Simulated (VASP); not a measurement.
# BaTe (F-43m) in VASP: settings compared

The runs below take BaTe through single point, with PBE, PBE-based global hybrid with 75 % exact exchange, PBE-based screened hybrid with 50 % exact exchange, HSE06.

Everything below comes from runs of VASP 6.6.1. Logs are shortened: lines on timing, memory, paths and dates and some standing lists are left out, and cuts for length are marked.

## Step 1: The cell of the first run

It takes space group F-43m (No. 216, cubic). The conventional cell has a = 7.828 Å, b = 7.828 Å, c = 7.828 Å, α = 90.00°, β = 90.00°, γ = 90.00°. Ba (site symmetry -43m) has 4 Te at 3.39 Å within 4.5 Å. Within 4.5 Å of Te (site symmetry -43m) lie 4 Ba at 3.39 Å.

## Step 2: Single point, PBE

INCAR reads:

```
SYSTEM = BaTe
ALGO = Normal
EDIFF = 1E-6
ENCUT = 520
GGA = PE
ISIF = 2
ISMEAR = 0
LASPH = .True.
LCHARG = .False.
LREAL = .False.
LWAVE = .False.
NBANDS = 15
NELM = 60
PREC = Accurate
SIGMA = 0.01
```

KPOINTS reads:

```
k-points
0
Gamma
  4 4 4
  0 0 0
```

POSCAR reads:

```
BaTe
1.0
    0.0000000000      3.9141586662      3.9141586662
    3.9141586662      0.0000000000      3.9141586662
    3.9141586662      3.9141586662      0.0000000000
Ba Te
1 1
Direct
    0.0000000000      0.0000000000      0.0000000000
    0.2500000000      0.2500000000      0.2500000000
```

Potentials or basis: VASP PAW PBE potentials, release 64 (Ba_sv, Te).

Command:

```console
cat potpaw_PBE.64/Ba_sv/POTCAR potpaw_PBE.64/Te/POTCAR > POTCAR
mpirun -np 1 vasp_std > vasp.out
```

OUTCAR:

```text
SYSTEM = BaTe
   EDIFF = 1E-6
   ENCUT = 520
   GGA = PE
   ISIF = 2
   ISMEAR = 0
   LASPH = .True.
   LREAL = .False.
   NELM = 60
   PREC = Accurate

 ion  position               nearest neighbor table
   1  0.000  0.000  0.000-   2 3.39   2 3.39   2 3.39   2 3.39
   2  0.250  0.250  0.250-   1 3.39   1 3.39   1 3.39   1 3.39

  LATTYP: Found a face centered cubic cell.
 ALAT       =     7.8283173324

  Lattice vectors:

 A1 = (   0.0000000000,   3.9141586662,   3.9141586662)
 A2 = (   3.9141586662,   0.0000000000,   3.9141586662)
 A3 = (   3.9141586662,   3.9141586662,   0.0000000000)

Analysis of symmetry for initial positions (statically):
=====================================================================
 Subroutine PRICEL returns:
 Original cell was already a primitive cell.

 Routine SETGRP: Setting up the symmetry group for a
 face centered cubic supercell.

 Subroutine GETGRP returns: Found 24 space group operations
 (whereof 24 operations were pure point group operations)
 out of a pool of 48 trial point group operations.

The static configuration has the point symmetry T_d .

Analysis of symmetry for dynamics (positions and initial velocities):
=====================================================================
 Subroutine PRICEL returns:
 Original cell was already a primitive cell.

 Routine SETGRP: Setting up the symmetry group for a
 face centered cubic supercell.

 Subroutine GETGRP returns: Found 24 space group operations
 (whereof 24 operations were pure point group operations)
 out of a pool of 48 trial point group operations.

The dynamic configuration has the point symmetry T_d .

 Subroutine INISYM returns: Found 24 space group operations
 (whereof 24 operations are pure point group operations),
 and found     1 'primitive' translations

----------------------------------------------------------------------------------------

                                     Primitive cell

  volume of cell :     119.9348

  direct lattice vectors                    reciprocal lattice vectors
     0.000000000  3.914158666  3.914158666    -0.127741372  0.127741372  0.127741372
     3.914158666  0.000000000  3.914158666     0.127741372 -0.127741372  0.127741372
     3.914158666  3.914158666  0.000000000     0.127741372  0.127741372 -0.127741372

  length of vectors
     5.535456271  5.535456271  5.535456271     0.221254547  0.221254547  0.221254547

  position of ions in fractional coordinates (direct lattice)
     0.000000000  0.000000000  0.000000000
     0.250000000  0.250000000  0.250000000

  ion indices of the primitive-cell ions
   primitive index   ion index
                 1           1
                 2           2

----------------------------------------------------------------------------------------

 KPOINTS: k-points

Automatic generation of k-mesh.
 Grid dimensions read from file:
 generate k-points for:    4    4    4

 Generating k-lattice:

  Cartesian coordinates                     Fractional coordinates (reciprocal lattice)
    -0.031935343  0.031935343  0.031935343     0.250000000  0.000000000  0.000000000
     0.031935343 -0.031935343  0.031935343     0.000000000  0.250000000  0.000000000
     0.031935343  0.031935343 -0.031935343     0.000000000  0.000000000  0.250000000

  Length of vectors
     0.055313637  0.055313637  0.055313637

  Shift w.r.t. Gamma in fractional coordinates (k-lattice)
     0.000000000  0.000000000  0.000000000

 Subroutine IBZKPT returns following result:
 ===========================================

 Found      8 irreducible k-points:

 Following reciprocal coordinates:
            Coordinates               Weight
  0.000000  0.000000  0.000000      1.000000
  0.250000  0.000000  0.000000      8.000000
  0.500000  0.000000  0.000000      4.000000
  0.250000  0.250000  0.000000      6.000000
  0.500000  0.250000  0.000000     24.000000
 -0.250000  0.250000  0.000000     12.000000
  0.500000  0.500000  0.000000      3.000000
 -0.250000  0.500000  0.250000      6.000000
   k-points           NKPTS =      8   k-points in BZ     NKDIM =      8   number of bands    NBANDS=     15
   number of dos      NEDOS =    301   number of ions     NIONS =      2
   total plane-waves  NPLWV =  74088
   dimension x,y,z NGX =    42 NGY =   42 NGZ =   42
   dimension x,y,z NGXF=    84 NGYF=   84 NGZF=   84
   ions per type =               1   1
   NGX,Y,Z   is equivalent  to a cutoff of  12.61, 12.61, 12.61 a.u.
   NGXF,Y,Z  is equivalent  to a cutoff of  25.23, 25.23, 25.23 a.u.
 SYSTEM =  BaTe
   PREC   = accura    normal or accurate (medium, high low for compatibility)
   ISTART =      0    job   : 0-new  1-cont  2-samecut
   ICHARG =      2    charge: 1-file 2-atom 10-const
   ISPIN  =      1    spin polarized calculation?
   LNONCOLLINEAR =      F non collinear calculations
   LSORBIT =      F    spin-orbit coupling
   LASPH  =      T    aspherical Exc in radial PAW
   ENCUT  =  520.0 eV  38.22 Ry    6.18 a.u.  10.29 10.29 10.29*2*pi/ulx,y,z
   NELM   =     60;   NELMIN=  2; NELMDL= -5     # of ELM steps
   EDIFF  = 0.1E-05   stopping-criterion for ELM
   LREAL  =      F    real-space projection
   EDIFFG = 0.1E-04   stopping-criterion for IOM
   NSW    =      0    number of steps for IOM
   IBRION =     -1    ionic relax: 0-MD 1-quasi-New 2-CG
   NFREE  =      0    steps in history (QN), initial steepest desc. (CG)
   ISIF   =      2    stress and relaxation
   ISYM   =      2    0-nonsym 1-usesym 2-fastsym
   POTIM  = 0.5000    time-step for ionic-motion
   TEBEG  =    0.0;   TEEND  =   0.0 temperature during run
   PSTRESS=    0.0 pullay stress
   NELECT =      16.0000    total number of electrons
   NUPDOWN=      -1.0000    fix difference up-down
   EMIN   =  10.00;   EMAX   =-10.00  energy-range for DOS
   EFERMI =   0.00;   METHOD = LEGACY
   ISMEAR =     0;   SIGMA  =   0.01  broadening in eV -4-tet -1-fermi 0-gaus
   EFERMI_NEDOS =   21; number of points for ismear=-14 and -15
   IALGO  =     38    algorithm
   IMIX   =      4    mixing-type and parameters
     AMIX     =   0.40;   BMIX     =  1.00
     AMIX_MAG =   1.60;   BMIX_MAG =  1.00
  volume/ion in A,a.u.               =      59.97       404.68
  Fermi-wavevector in a.u.,A,eV,Ry     =   0.836501  1.580757  9.520455  0.699734
  Thomas-Fermi vector in A             =   1.950236
   LORBIT       =      0    0 simple, 1 ext, 2 COOP (PROOUT), +10 PAW based schemes
   GGA     = PE    functional components
   LHFCALC =     F    Hartree Fock is set to
   AEXX    =    0.0000 exact exchange contribution
   IVDW    =     0    specifies the selected vdW correction
   LEPSILON=     F    determine dielectric tensor
   LRPA    =     F    only Hartree local field effects (RPA)
 non-spin polarized calculation
 Gauss-broadening in eV      SIGMA  =   0.01
  energy-cutoff  :      520.00
  volume of cell :      119.93
 maximum number of plane-waves:      3250
 NGX is ok and might be reduce to    42
   NGX = 21   NGY = 21   NGZ = 21

 number of electron      16.0000000 magnetization

 Free energy of the ion-electron system (eV)
  ---------------------------------------------------
  ext. energy  EPLUGINS =         0.00000000
  ---------------------------------------------------
  free energy    TOTEN  =        -8.09081839 eV

  energy without entropy =       -8.09081839  energy(sigma->0) =       -8.09081839

 E-fermi :   0.1300     XC(G=0):  -6.6871

 val. band max:        0.0296208770   @ k =  -0.2500   0.5000   0.2500
 cond. band min:       2.6066478845   @ k =   0.0000   0.0000   0.0000
 fundamental gap:      2.5770270075
 Fermi energy:         0.1300424501

 k-point     1 :       0.0000    0.0000    0.0000
  band No.  band energies     occupation
      1     -26.8680      2.00000
      2     -12.0566      2.00000
      3     -12.0566      2.00000
      4     -12.0566      2.00000
      5      -8.6982      2.00000
      6      -0.4067      2.00000
      7      -0.4067      2.00000
      8      -0.4067      2.00000
      9       2.6066      0.00000
     10       4.1525      0.00000
     11       4.1525      0.00000
     12       6.1057      0.00000
     13       6.1057      0.00000
     14       6.1057      0.00000
     15       7.9270      0.00000

 k-point     2 :       0.2500    0.0000    0.0000
  band No.  band energies     occupation
      1     -26.8663      2.00000
      2     -12.1427      2.00000
      3     -12.0637      2.00000
      4     -12.0637      2.00000
      5      -8.5608      2.00000
      6      -0.6198      2.00000
      7      -0.3107      2.00000
      8      -0.3107      2.00000
      9       3.6056      0.00000
     10       4.0138      0.00000
     11       4.0138      0.00000
     12       5.4460      0.00000
     13       6.2018      0.00000
     14       6.2018      0.00000
     15       6.3397      0.00000

 k-point     3 :       0.5000    0.0000    0.0000
  band No.  band energies     occupation
      1     -26.8647      2.00000
      2     -12.2228      2.00000
      3     -12.0707      2.00000
      4     -12.0707      2.00000
      5      -8.4322      2.00000
      6      -0.6654      2.00000
      7      -0.2240      2.00000
      8      -0.2240      2.00000
      9       4.0254      0.00000
     10       4.3558      0.00000
     11       4.3558      0.00000
     12       4.5592      0.00000
     13       5.2295      0.00000
     14       5.2295      0.00000
     15       7.3450      0.00000
[... 55 lines left out ...]
 k-point     7 :       0.5000    0.5000    0.0000
  band No.  band energies     occupation
      1     -26.8635      2.00000
      2     -12.2453      2.00000
      3     -12.0906      2.00000
      4     -12.0906      2.00000
      5      -8.3439      2.00000
      6      -0.9389      2.00000
      7       0.0257      2.00000
      8       0.0257      2.00000
      9       2.9517      0.00000
     10       3.9298      0.00000
     11       5.0003      0.00000
     12       5.0003      0.00000
     13       5.0071      0.00000
     14       7.0379      0.00000
     15       7.5362      0.00000

 k-point     8 :      -0.2500    0.5000    0.2500
  band No.  band energies     occupation
      1     -26.8635      2.00000
      2     -12.2327      2.00000
      3     -12.1042      2.00000
      4     -12.0910      2.00000
      5      -8.3428      2.00000
      6      -0.5448      2.00000
      7      -0.4498      2.00000
      8       0.0296      2.00000
      9       2.9447      0.00000
     10       3.7907      0.00000
     11       4.7466      0.00000
     12       5.1225      0.00000
     13       5.9268      0.00000
     14       7.1342      0.00000
     15       7.1981      0.00000

------------------------ aborting loop because EDIFF is reached ----------------------------------------

  FORCE on cell =-STRESS in cart. coord.  units (eV):
  Direction    XX          YY          ZZ          XY          YZ          ZX
  --------------------------------------------------------------------------------------
  -------------------------------------------------------------------------------------
  Total        0.1555931      0.1555931      0.1555931      0.0000000      0.0000000      0.0000000
  in kB        2.0785274      2.0785274      2.0785274      0.0000000      0.0000000      0.0000000
  external PRESSURE =       2.0785274 kB  Pullay stress =       0.0000000 kB

 VOLUME and BASIS-vectors are now :
 -----------------------------------------------------------------------------
  energy-cutoff  :      520.00
  volume of cell :      119.93
      direct lattice vectors                 reciprocal lattice vectors
     0.000000000  3.914158666  3.914158666    -0.127741372  0.127741372  0.127741372
     3.914158666  0.000000000  3.914158666     0.127741372 -0.127741372  0.127741372
     3.914158666  3.914158666  0.000000000     0.127741372  0.127741372 -0.127741372

 POSITION                                       TOTAL-FORCE (eV/Angst)
 -----------------------------------------------------------------------------------
      0.00000      0.00000      0.00000        -0.000000     -0.000000     -0.000000
      1.95708      1.95708      1.95708         0.000000      0.000000      0.000000
 -----------------------------------------------------------------------------------
    total drift:                               -0.000000     -0.000000     -0.000000

  FREE ENERGIE OF THE ION-ELECTRON SYSTEM (eV)
  ---------------------------------------------------
  free  energy   TOTEN  =        -8.0908183869 eV

  energy  without entropy=       -8.0908183869  energy(sigma->0) =       -8.09081839
```

It took 20 s on 1 thread of AMD EPYC 7R13 (Zen 3), shared host; peak memory 0.21 GiB.

What came out:

```yaml
Free_energy: -8.0908 eV
Pressure: 0.2 GPa
Band_gap_on_the_k_mesh: 2.58 eV (least direct gap 2.92 eV)
```

Levels at points of the mesh, in eV from the valence-band top:
| k point | band 6 | band 7 | band 8 | band 9 | band 10 | band 11 |
| --- | --- | --- | --- | --- | --- | --- |
| (0.00, 0.00, 0.00) | -0.44 | -0.44 | -0.44 | 2.58 | 4.12 | 4.12 |
| (0.50, 0.00, 0.00) | -0.69 | -0.25 | -0.25 | 4.00 | 4.33 | 4.33 |
| (0.50, 0.50, 0.00) | -0.97 | 0.00 | 0.00 | 2.92 | 3.90 | 4.97 |

Caveat: the structure was generated, so it needn't be the stable form of BaTe; spin-orbit coupling is left out, which moves the levels of the heavy elements.

## Step 3: Single point, PBE-based global hybrid with 75 % exact exchange

POSCAR is that of step 2.

INCAR.step1 reads:

```
  PREC = Accurate
  ENCUT = 520
  EDIFF = 1E-5
  ISMEAR = 0
  SIGMA = 0.01
  LREAL = F
  LASPH = T
  NELM = 80
  ALGO = Normal
  ISIF = 2
  LWAVE = T
  LCHARG = F
  GGA = PE
  NBANDS = 15
```

INCAR.step2 reads:

```
  PREC = Accurate
  ENCUT = 520
  EDIFF = 1E-7
  ISMEAR = 0
  SIGMA = 0.01
  LREAL = F
  LASPH = T
  NELM = 80
  ALGO = Normal
  ISIF = 2
  LWAVE = F
  LCHARG = F
  GGA = PE
  LHFCALC = T
  AEXX = 0.75
  PRECFOCK = Normal
  ISTART = 1
  NBANDS = 15
```

KPOINTS reads:

```
regular mesh
0
Gamma
  4 4 4
```

Potentials or basis: VASP PAW PBE potentials, release 64 (Ba_sv, Te).

Command:

```console
cat potpaw_PBE.64/Ba_sv/POTCAR potpaw_PBE.64/Te/POTCAR > POTCAR
cp INCAR.step1 INCAR
mpirun -np 1 vasp_std > vasp.out
cp INCAR.step2 INCAR
mpirun -np 1 vasp_std > vasp.out
```

Wall time 24 min (1 thread of AMD EPYC 7R13 (Zen 3), shared host); peak memory 0.25 GiB.

Results (log left out):

```
Free energy            : -14.2013 eV
Pressure               : -0.6 GPa
Band gap on the k mesh : 6.99 eV (least direct gap 7.42 eV)
```

Levels at points of the mesh, in eV from the valence-band top:
| k point | band 4 | band 5 | band 6 | band 7 | band 8 | band 9 | band 10 | band 11 | band 12 | band 13 |
| --- | --- | --- | --- | --- | --- | --- | --- | --- | --- | --- |
| (0.00, 0.00, 0.00) | -14.36 | -10.92 | -0.43 | -0.43 | -0.43 | 6.99 | 9.49 | 9.49 | 11.37 | 11.37 |
| (0.50, 0.00, 0.00) | -14.39 | -10.49 | -0.81 | -0.23 | -0.23 | 8.94 | 9.20 | 9.58 | 9.58 | 10.64 |
| (0.50, 0.50, 0.00) | -14.42 | -10.35 | -1.10 | 0.00 | 0.00 | 7.57 | 8.88 | 10.47 | 10.47 | 10.72 |

Caveat: the structure was generated, so it needn't be the stable form of BaTe; the PAW data sets were made with another functional, which shifts forces and pressure a little; spin-orbit coupling is left out, which moves the levels of the heavy elements.

## Step 4: Single point, PBE-based screened hybrid with 50 % exact exchange

POSCAR is that of step 3.

INCAR.step1 reads:

```
PREC = Accurate
ENCUT = 520
EDIFF = 1E-5
ISMEAR = 0
SIGMA = 0.01
LREAL = F
LASPH = T
NELM = 100
ALGO = Normal
ISIF = 2
LWAVE = T
LCHARG = F
NBANDS = 15
GGA = PE
```

INCAR.step2 reads:

```
PREC = Accurate
ENCUT = 520
EDIFF = 1E-6
ISMEAR = 0
SIGMA = 0.01
LREAL = F
LASPH = T
NELM = 100
ALGO = Normal
ISIF = 2
LWAVE = F
LCHARG = F
GGA = PE
LHFCALC = T
AEXX = 0.5
HFSCREEN = 0.2078
PRECFOCK = Normal
NBANDS = 15
ISTART = 1
```

KPOINTS is that of step 3.

Command:

```console
cat potpaw_PBE.64/Ba_sv/POTCAR potpaw_PBE.64/Te/POTCAR > POTCAR
cp INCAR.step1 INCAR
mpirun -np 1 vasp_std > vasp.out
cp INCAR.step2 INCAR
mpirun -np 1 vasp_std > vasp.out
```

Wall time 16 min (1 thread of AMD EPYC 7R13 (Zen 3), shared host); peak memory 0.35 GiB.

It converged, with:

* Free energy: -10.6472 eV
* Pressure: -0.2 GPa
* Band gap on the k mesh: 4.06 eV (least direct gap 4.49 eV)

Levels at points of the mesh, in eV from the valence-band top:
```csv
k point,band 4,band 5,band 6,band 7,band 8,band 9,band 10,band 11,band 12,band 13
"(0.00, 0.00, 0.00)",-13.63,-10.20,-0.43,-0.43,-0.43,4.06,6.13,6.13,8.07,8.07
"(0.50, 0.00, 0.00)",-13.65,-9.83,-0.75,-0.23,-0.23,5.78,6.15,6.28,6.28,7.24
"(0.50, 0.50, 0.00)",-13.68,-9.71,-1.03,0.00,0.00,4.51,5.69,7.05,7.05,7.21
```

Caveat: the structure was generated, so it needn't be the stable form of BaTe; the PAW data sets were made with another functional, which shifts forces and pressure a little; spin-orbit coupling is left out, which moves the levels of the heavy elements.

(Continued in part 2 of 2.)
